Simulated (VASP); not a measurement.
# WS2 (R3m) in VASP: single point with PBE

Aim: the single point of WS2 with PBE.

Program: VASP 6.6.1. These are calculated values, not measurements. Logs are shortened: lines on timing, memory, paths and dates and some standing lists are left out, and cuts for length are marked.

## 1. The cell of the first run

Symmetry: R3m, No. 160, trigonal system. Conventional cell: a = 3.172 Å, b = 3.172 Å, c = 18.712 Å, α = 90.00°, β = 90.00°, γ = 120.00°. W (site symmetry 3m) has 6 S at 2.41 Å and 6 W at 3.17 Å within 3.2 Å. Within 3.2 Å of S (site symmetry 3m) lie 3 W at 2.41 Å and 7 S at 3.12 to 3.17 Å. Within 3.2 Å of S (site symmetry 3m) lie 3 W at 2.41 Å and 7 S at 3.12 to 3.17 Å.

## 2. Single point, PBE

Input file INCAR:

```
PREC = Accurate
ENCUT = 520
EDIFF = 1E-7
ISMEAR = 0
SIGMA = 0.01
LREAL = F
LASPH = T
NELM = 80
ALGO = Normal
ISIF = 2
LWAVE = F
LCHARG = T
GGA = PE
LELF = T
LVHAR = T
NBANDS = 20
```

Input file KPOINTS:

```
regular mesh
0
Gamma
  6 6 6
```

Input file POSCAR:

```
WS2
1.0
    1.5858867014      0.9156121140      6.2374687378
   -1.5858867014      0.9156121140      6.2374687378
    0.0000000000     -1.8312242279      6.2374687378
W S
1 2
Direct
   -0.0000115694     -0.0000115694     -0.0000115694
    0.4167981809      0.4167981809      0.4167981809
    0.2498800553      0.2498800553      0.2498800553
```

Potentials or basis: VASP PAW PBE potentials, release 64 (W_sv, S).

Run with:

```sh
$ cat potpaw_PBE.64/W_sv/POTCAR potpaw_PBE.64/S/POTCAR > POTCAR
$ mpirun -np 1 vasp_std > vasp.out
```

OUTCAR:

```text
PREC = Accurate
   ENCUT = 520
   EDIFF = 1E-7
   ISMEAR = 0
   LREAL = F
   LASPH = T
   NELM = 80
   ISIF = 2
   GGA = PE

 ion  position               nearest neighbor table
   1  1.000  1.000  1.000-   3 2.41   3 2.41   3 2.41   2 2.41   2 2.41   2 2.41
   2  0.417  0.417  0.417-   1 2.41   1 2.41   1 2.41
   3  0.250  0.250  0.250-   1 2.41   1 2.41   1 2.41

  LATTYP: Found a trigonal (rhomboedric) cell.
 ALAT       =     6.5007229158
 COS(alpha) =     0.8809714893

  Lattice vectors:

 A1 = (   1.5858867014,   0.9156121140,   6.2374687378)
 A2 = (  -1.5858867014,   0.9156121140,   6.2374687378)
 A3 = (   0.0000000000,  -1.8312242279,   6.2374687378)

Analysis of symmetry for initial positions (statically):
=====================================================================
 Subroutine PRICEL returns:
 Original cell was already a primitive cell.

 Routine SETGRP: Setting up the symmetry group for a
 trigonal (rhombohedral) supercell.

 Subroutine GETGRP returns: Found  6 space group operations
 (whereof  6 operations were pure point group operations)
 out of a pool of 12 trial point group operations.

The static configuration has the point symmetry C_3v.

Analysis of symmetry for dynamics (positions and initial velocities):
=====================================================================
 Subroutine PRICEL returns:
 Original cell was already a primitive cell.

 Routine SETGRP: Setting up the symmetry group for a
 trigonal (rhombohedral) supercell.

 Subroutine GETGRP returns: Found  6 space group operations
 (whereof  6 operations were pure point group operations)
 out of a pool of 12 trial point group operations.

The dynamic configuration has the point symmetry C_3v.

 Subroutine INISYM returns: Found  6 space group operations
 (whereof  6 operations are pure point group operations),
 and found     1 'primitive' translations

----------------------------------------------------------------------------------------

                                     Primitive cell

  volume of cell :      54.3430

  direct lattice vectors                    reciprocal lattice vectors
     1.585886701  0.915612114  6.237468738     0.315281035  0.182027590  0.053440482
    -1.585886701  0.915612114  6.237468738    -0.315281035  0.182027590  0.053440482
     0.000000000 -1.831224228  6.237468738     0.000000000 -0.364055180  0.053440482

  length of vectors
     6.500722916  6.500722916  6.500722916     0.367956600  0.367956600  0.367956600

  position of ions in fractional coordinates (direct lattice)
     0.999988431  0.999988431  0.999988431
     0.416798181  0.416798181  0.416798181
     0.249880055  0.249880055  0.249880055

  ion indices of the primitive-cell ions
   primitive index   ion index
                 1           1
                 2           2
                 3           3

----------------------------------------------------------------------------------------

 KPOINTS: regular mesh

Automatic generation of k-mesh.
 Grid dimensions read from file:
 generate k-points for:    6    6    6

 Generating k-lattice:

  Cartesian coordinates                     Fractional coordinates (reciprocal lattice)
     0.052546839  0.030337932  0.008906747     0.166666667 -0.000000000  0.000000000
    -0.052546839  0.030337932  0.008906747    -0.000000000  0.166666667  0.000000000
     0.000000000 -0.060675863  0.008906747     0.000000000  0.000000000  0.166666667

  Length of vectors
     0.061326100  0.061326100  0.061326100

  Shift w.r.t. Gamma in fractional coordinates (k-lattice)
     0.000000000  0.000000000  0.000000000

 Subroutine IBZKPT returns following result:
 ===========================================

 Found     32 irreducible k-points:

 Following reciprocal coordinates:
            Coordinates               Weight
  0.000000  0.000000  0.000000      1.000000
  0.166667 -0.000000  0.000000      6.000000
  0.333333 -0.000000 -0.000000      6.000000
  0.500000 -0.000000  0.000000      3.000000
  0.166667  0.166667  0.000000      6.000000
  0.333333  0.166667  0.000000     12.000000
[... 16 lines left out ...]
  0.500000  0.500000  0.166667      6.000000
 -0.333333  0.500000  0.166667     12.000000
 [... further k-points ...]
   k-points           NKPTS =     32   k-points in BZ     NKDIM =     32   number of bands    NBANDS=     20
   number of dos      NEDOS =    301   number of ions     NIONS =      3
   total plane-waves  NPLWV = 110592
   dimension x,y,z NGX =    48 NGY =   48 NGZ =   48
   dimension x,y,z NGXF=    96 NGYF=   96 NGZF=   96
   ions per type =               1   2
   NGX,Y,Z   is equivalent  to a cutoff of  12.28, 12.28, 12.28 a.u.
   NGXF,Y,Z  is equivalent  to a cutoff of  24.55, 24.55, 24.55 a.u.
 SYSTEM =  unknown system
   PREC   = accura    normal or accurate (medium, high low for compatibility)
   ISTART =      0    job   : 0-new  1-cont  2-samecut
   ICHARG =      2    charge: 1-file 2-atom 10-const
   ISPIN  =      1    spin polarized calculation?
   LNONCOLLINEAR =      F non collinear calculations
   LSORBIT =      F    spin-orbit coupling
   LASPH  =      T    aspherical Exc in radial PAW
   ENCUT  =  520.0 eV  38.22 Ry    6.18 a.u.  12.09 12.09 12.09*2*pi/ulx,y,z
   NELM   =     80;   NELMIN=  2; NELMDL= -5     # of ELM steps
   EDIFF  = 0.1E-06   stopping-criterion for ELM
   LREAL  =      F    real-space projection
   EDIFFG = 0.1E-05   stopping-criterion for IOM
   NSW    =      0    number of steps for IOM
   IBRION =     -1    ionic relax: 0-MD 1-quasi-New 2-CG
   NFREE  =      0    steps in history (QN), initial steepest desc. (CG)
   ISIF   =      2    stress and relaxation
   ISYM   =      2    0-nonsym 1-usesym 2-fastsym
   POTIM  = 0.5000    time-step for ionic-motion
   TEBEG  =    0.0;   TEEND  =   0.0 temperature during run
   PSTRESS=    0.0 pullay stress
   NELECT =      26.0000    total number of electrons
   NUPDOWN=      -1.0000    fix difference up-down
   EMIN   =  10.00;   EMAX   =-10.00  energy-range for DOS
   EFERMI =   0.00;   METHOD = LEGACY
   ISMEAR =     0;   SIGMA  =   0.01  broadening in eV -4-tet -1-fermi 0-gaus
   EFERMI_NEDOS =   21; number of points for ismear=-14 and -15
   IALGO  =     38    algorithm
   IMIX   =      4    mixing-type and parameters
     AMIX     =   0.40;   BMIX     =  1.00
     AMIX_MAG =   1.60;   BMIX_MAG =  1.00
  volume/ion in A,a.u.               =      18.11       122.24
  Fermi-wavevector in a.u.,A,eV,Ry     =   1.280417  2.419638 22.306320  1.639468
  Thomas-Fermi vector in A             =   2.412846
   LORBIT       =      0    0 simple, 1 ext, 2 COOP (PROOUT), +10 PAW based schemes
   GGA     = PE    functional components
   LHFCALC =     F    Hartree Fock is set to
   AEXX    =    0.0000 exact exchange contribution
   IVDW    =     0    specifies the selected vdW correction
   LEPSILON=     F    determine dielectric tensor
   LRPA    =     F    only Hartree local field effects (RPA)
 non-spin polarized calculation
 Gauss-broadening in eV      SIGMA  =   0.01
  energy-cutoff  :      520.00
  volume of cell :       54.34
 maximum number of plane-waves:      1476
   NGX = 25   NGY = 25   NGZ = 25

 number of electron      26.0000002 magnetization

 Free energy of the ion-electron system (eV)
  ---------------------------------------------------
  ext. energy  EPLUGINS =         0.00000000
  ---------------------------------------------------
  free energy    TOTEN  =       -23.63066877 eV

  energy without entropy =      -23.63066877  energy(sigma->0) =      -23.63066877

 E-fermi :   7.5169     XC(G=0): -10.8098

 val. band max:        7.2205085291   @ k =   0.5000   0.5000   0.5000
 cond. band min:       8.3143399298   @ k =  -0.1667   0.1667   0.0000
 fundamental gap:      1.0938314007
 Fermi energy:         7.5168943062

 k-point     1 :       0.0000    0.0000    0.0000
  band No.  band energies     occupation
      1     -67.4127      2.00000
      2     -31.6644      2.00000
      3     -31.5009      2.00000
      4     -31.5009      2.00000
      5      -8.3489      2.00000
      6      -6.4097      2.00000
[... 12 lines left out ...]
     19      15.0751      0.00000
     20      15.5338      0.00000

 k-point     2 :       0.1667   -0.0000    0.0000
  band No.  band energies     occupation
      1     -67.4083      2.00000
      2     -31.6484      2.00000
      3     -31.5890      2.00000
      4     -31.5214      2.00000
      5      -7.8963      2.00000
      6      -6.2777      2.00000
[... 12 lines left out ...]
     19      15.6144      0.00000
     20      16.2806      0.00000

 k-point     3 :       0.3333   -0.0000   -0.0000
  band No.  band energies     occupation
      1     -67.3995      2.00000
      2     -31.7612      2.00000
      3     -31.6164      2.00000
      4     -31.5622      2.00000
      5      -6.8250      2.00000
      6      -5.9727      2.00000
[... 12 lines left out ...]
     19      14.5762      0.00000
     20      15.0098      0.00000

 k-point     4 :       0.5000   -0.0000    0.0000
  band No.  band energies     occupation
      1     -67.3951      2.00000
      2     -31.8454      2.00000
      3     -31.6003      2.00000
      4     -31.5824      2.00000
      5      -6.1357      2.00000
      6      -5.7972      2.00000
[... 12 lines left out ...]
     19      13.8500      0.00000
     20      14.5077      0.00000

 k-point     5 :       0.1667    0.1667    0.0000
  band No.  band energies     occupation
      1     -67.4083      2.00000
      2     -31.6484      2.00000
      3     -31.5890      2.00000
      4     -31.5214      2.00000
      5      -7.8822      2.00000
      6      -6.3047      2.00000
[... 12 lines left out ...]
     19      15.6343      0.00000
     20      16.1505      0.00000
[... 353 lines left out ...]
      6      -5.8487      2.00000
[... 12 lines left out ...]
     19      15.3656      0.00000
     20      15.5578      0.00000

 k-point    22 :      -0.1667    0.3333    0.1667
  band No.  band energies     occupation
      1     -67.3951      2.00000
      2     -31.8025      2.00000
      3     -31.6270      2.00000
      4     -31.6003      2.00000
      5      -6.1557      2.00000
      6      -5.7857      2.00000
[... 12 lines left out ...]
     19      14.9871      0.00000
     20      15.6135      0.00000

 k-point    23 :       0.5000    0.5000    0.1667
  band No.  band energies     occupation
      1     -67.3995      2.00000
      2     -31.7612      2.00000
      3     -31.6164      2.00000
      4     -31.5622      2.00000
      5      -6.6996      2.00000
      6      -6.1396      2.00000
[... 12 lines left out ...]
     19      14.5261      0.00000
     20      15.9703      0.00000

 k-point    24 :      -0.3333    0.5000    0.1667
  band No.  band energies     occupation
      1     -67.3951      2.00000
      2     -31.8025      2.00000
      3     -31.6270      2.00000
      4     -31.6003      2.00000
      5      -6.0722      2.00000
      6      -5.8787      2.00000
[... 12 lines left out ...]
     19      14.8901      0.00000
     20      15.5620      0.00000

 [... further k-points ...]
[... 5 lines left out ...]
  --------------------------------------------------------------------------------------
  -------------------------------------------------------------------------------------
  Total        0.9422934      0.9422934      1.4109862      0.0000000      0.0000000      0.0000000
  in kB       27.7813543     27.7813543     41.5996842      0.0000000      0.0000000      0.0000000
  external PRESSURE =      32.3874643 kB  Pullay stress =       0.0000000 kB

 VOLUME and BASIS-vectors are now :
 -----------------------------------------------------------------------------
  energy-cutoff  :      520.00
  volume of cell :       54.34
      direct lattice vectors                 reciprocal lattice vectors
     1.585886701  0.915612114  6.237468738     0.315281035  0.182027590  0.053440482
    -1.585886701  0.915612114  6.237468738    -0.315281035  0.182027590  0.053440482
     0.000000000 -1.831224228  6.237468738     0.000000000 -0.364055180  0.053440482

 POSITION                                       TOTAL-FORCE (eV/Angst)
 -----------------------------------------------------------------------------------
      0.00000      0.00000     18.71219         0.000000      0.000000      0.001235
      0.00000      0.00000      7.79930         0.000000      0.000000      0.201692
      0.00000      0.00000      4.67586         0.000000     -0.000000     -0.202928
 -----------------------------------------------------------------------------------
    total drift:                               -0.000000      0.000000     -0.000018

  FREE ENERGIE OF THE ION-ELECTRON SYSTEM (eV)
  ---------------------------------------------------
  free  energy   TOTEN  =       -23.6306687728 eV

  energy  without entropy=      -23.6306687728  energy(sigma->0) =      -23.63066877
```

It took 56 s on 1 thread of Intel Xeon 6975P-C (Granite Rapids), shared host; peak memory 0.31 GiB.

Results:

* Free energy: -23.6307 eV
* Pressure: 3.2 GPa
* Largest force: 0.203 eV/Å
* Band gap on the k mesh: 1.09 eV (least direct gap 1.84 eV)

Forces in eV/Å, atoms in the order of the input:
```
W    0.000  0.000  0.001
S    0.000  0.000  0.202
S    0.000  0.000 -0.203
```

Caveat: the cell stands under pressure; spin-orbit coupling is left out, which moves the levels of the heavy elements. A k mesh can miss the band edges.
